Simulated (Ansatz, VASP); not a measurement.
KBr in VASP and in Ansatz

```xyz
2
Lattice="0.0000 3.3000 3.3000 3.3000 0.0000 3.3000 3.3000 3.3000 0.0000" Properties=species:S:1:pos:R:3 pbc="T T T"
Br    3.3000    3.3000    3.3000
K     0.0000    0.0000    0.0000
```

Alike in both runs: task single point; functional LDA; k mesh 7 × 7 × 7; occupations tetrahedron; no spin polarisation.

```csv
,VASP,Ansatz
version,VASP 6.6.1,Ansatz 0.2.0
potentials or method,"VASP PAW LDA potentials, release 64 (Br, K_sv)",JTH PAW LDA
plane-wave cutoff (eV),500,690
valence electrons in the cell,16,16
```

Ansatz gave:

* gap on the k mesh at the Fermi level (eV): 4.03
* least direct gap on the mesh (eV): 4.03
* pressure (GPa): -1.6

Problem. What did VASP give for the same quantities?

Solution. gap on the k mesh at the Fermi level (eV): 4.04; least direct gap on the mesh (eV): 4.04; pressure (GPa): -1.6.

LDA's correlation is that of Perdew and Zunger in VASP and of Perdew and Wang (1992) in Ansatz.

Noted on Ansatz's run: odd divisions of the mesh miss points on the zone boundary, where band edges often lie, so the gap on the mesh can be too wide.
